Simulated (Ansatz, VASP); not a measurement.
**Two plane-wave programs on InSb**

File INCAR:

```
PREC = Accurate
ENCUT = 520
EDIFF = 1E-6
ISMEAR = 0
SIGMA = 0.1
LREAL = False
LASPH = True
NELM = 60
ALGO = Normal
ISIF = 2
LWAVE = False
LCHARG = False
GGA = PE
NBANDS = 26
```

File KPOINTS:

```
Automatic mesh
0
Gamma
  10 10 8
```

Contents of POSCAR:

```
InSb
1.0
    3.0484232239     -3.3166899815      0.0000000000
    3.0484232239      3.3166899815      0.0000000000
    0.0000000000      0.0000000000      5.6308696387
In Sb
2 2
Direct
    0.3599918492      0.6400081508      0.2500000000
    0.6400081508      0.3599918492      0.7500000000
    0.8315761239      0.1684238761      0.2500000000
    0.1684238761      0.8315761239      0.7500000000
```

Input for Ansatz:

```yaml
crystal:
  lattice:
    - [3.0484232239, -3.3166899815, 0.0]
    - [3.0484232239, 3.3166899815, 0.0]
    - [0.0, 0.0, 5.6308696387]
  atoms:
    - { symbol: In, position: [0.3599918492, 0.6400081508, 0.25] }
    - { symbol: In, position: [0.6400081508, 0.3599918492, 0.75] }
    - { symbol: Sb, position: [0.8315761239, 0.1684238761, 0.25] }
    - { symbol: Sb, position: [0.1684238761, 0.8315761239, 0.75] }
basis:
  ecutwfc: 420
kpoints:
  mp_grid: { grid: [10, 10, 8] }
  band_path:
    path:
      - [[0.0, 0.0, 0.0], [-0.5, 0.5, 0.0], [-0.46119361, 0.53880639, 0.0]]
      - [[0.46119361, 0.46119361, 0.0], [0.0, 0.0, 0.0], [0.0, 0.0, 0.5], [0.46119361, 0.46119361, 0.5]]
      - [[-0.46119361, 0.53880639, 0.5], [-0.5, 0.5, 0.5], [-0.5, 0.5, 0.0]]
      - [[0.0, 0.0, 0.0], [0.0, 0.5, 0.0], [0.0, 0.5, 0.5], [0.0, 0.0, 0.5], [-0.5, 0.5, 0.5]]
    npoints: 14
hamiltonian:
  xc: pbe
scf:
  occupations: { method: gaussian, width: 0.1 }
  n_extra_bands: 10
output:
  forces: true
  stress: true
  eigenvalues: true
  populations: true
  dos: { projected: true, de: 0.02, nscf_kmesh: { grid: [15, 15, 12] } }
  bader: true
```

Alike in both runs: task single point; functional PBE; k mesh 10 × 10 × 8; occupations gaussian, width 0.1 eV; no spin polarisation.

```csv
,VASP,Ansatz
version,VASP 6.6.1,Ansatz 0.2.0
potentials or method,"VASP PAW PBE potentials, release 64 (In_d, Sb), cutoff 520 eV","scalar-relativistic, plane waves, PAW"
valence electrons in the cell,36,56
```

|  | VASP | Ansatz | Ansatz less VASP |
| --- | --- | --- | --- |
| gap on the k mesh at the Fermi level (eV) | none | none | - |
| pressure (GPa) | 0.0 | 0.0 | +0.03 |

A gap of «none» marks a metal or a gap that the smearing closes. VASP's potentials hold 36 valence electrons a cell and Ansatz's 56, so a difference there can come from the potentials and not from the codes.

Spin-orbit coupling is off throughout.
